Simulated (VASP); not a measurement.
Write the native input for VASP 6.6.1 that does the following.

```
Task                   : single point
Functional             : PBE
Potentials or basis    : VASP PAW PBE potentials, release 64 (Lu)
Cutoff                 : 600 eV
k mesh                 : 8 × 8 × 8
Occupations            : gaussian, width 0.05 eV
Spin                   : no spin polarisation
Dipole correction      : no
Further INCAR settings : ALGO = Normal; EDIFF = 1e-06; NBANDS = 18
```

The structure of Lu lies in POSCAR:

```
Lu
1.0
    0.0000000000      2.4233561850      2.4233561850
    2.4233561850      0.0000000000      2.4233561850
    2.4233561850      2.4233561850      0.0000000000
Lu
1
Direct
    0.0000000000      0.0000000000      0.0000000000
```

This isn't the form of Lu at room conditions, which is hcp.

The input as run:

INCAR

```
SYSTEM = Lu
  PREC = Accurate
  ENCUT = 600
  EDIFF = 1E-6
  ISMEAR = 0
  SIGMA = 0.05
  LREAL = .FALSE.
  LASPH = .TRUE.
  NELM = 120
  ALGO = Normal
  ISIF = 2
  LWAVE = .FALSE.
  LCHARG = .FALSE.
  GGA = PE
  NBANDS = 18
  GGA_COMPAT = .FALSE.
```

KPOINTS

```
Automatic mesh
0
G
  8 8 8
  0 0 0
```

Potentials or basis: VASP PAW PBE potentials, release 64 (Lu).

The run is started by

```sh
$ cat potpaw_PBE.64/Lu/POTCAR > POTCAR
$ mpirun -np 1 vasp_std > vasp.out
```

Results of the run:

```
Pressure               : 0.3 GPa
Band gap on the k mesh : zero (an odd number of electrons rules out a gap without spin polarisation)
```

Caveat: spin-orbit coupling is left out, which moves the levels of the heavy elements.

Run time: 22 s on 1 thread of Intel(R) Xeon(R) Platinum 8259CL CPU @ 2.50GHz (Skylake/Cascade Lake), with other jobs on the host, peak memory 0.17 GiB.
